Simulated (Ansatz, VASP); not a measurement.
## Two plane-wave programs on CaC3

```xyz
4
Lattice="-1.7888 1.7888 3.9957 1.7888 -1.7888 3.9957 1.7888 1.7888 -3.9957" Properties=species:S:1:pos:R:3 pbc="T T T"
Ca    0.0000    0.0000    0.0000
C     0.0000    0.0000    3.9957
C     1.7888    0.0000    1.9978
C     0.0000    1.7888    1.9978
```

Alike in both runs: task relaxation of cell and atoms; functional PBE; k mesh 6 × 6 × 6; occupations gaussian, width 0.1 eV; no spin polarisation.

|  | VASP | Ansatz |
| --- | --- | --- |
| version | VASP 6.6.1 | Ansatz 0.2.0 |
| potentials or method | VASP PAW PBE potentials, release 64 (Ca_sv, C), cutoff 600 eV | scalar-relativistic, plane waves, PAW |
| valence electrons in the cell | 22 | 22 |

|  | VASP | Ansatz | Ansatz less VASP |
| --- | --- | --- | --- |
| gap on the k mesh at the Fermi level, each at its own relaxed structure (eV) | none | none | - |
| relaxed volume (Å³/atom) | 11.05 | 11.00 | -0.051 |
| relaxed length of the cell vector where the two differ most in proportion (Å) | 4.369 | 4.361 | -0.0080 |

A gap of «none» marks a metal or a gap that the smearing closes.

The k mesh is coarse, so the values compare programs but aren't converged.
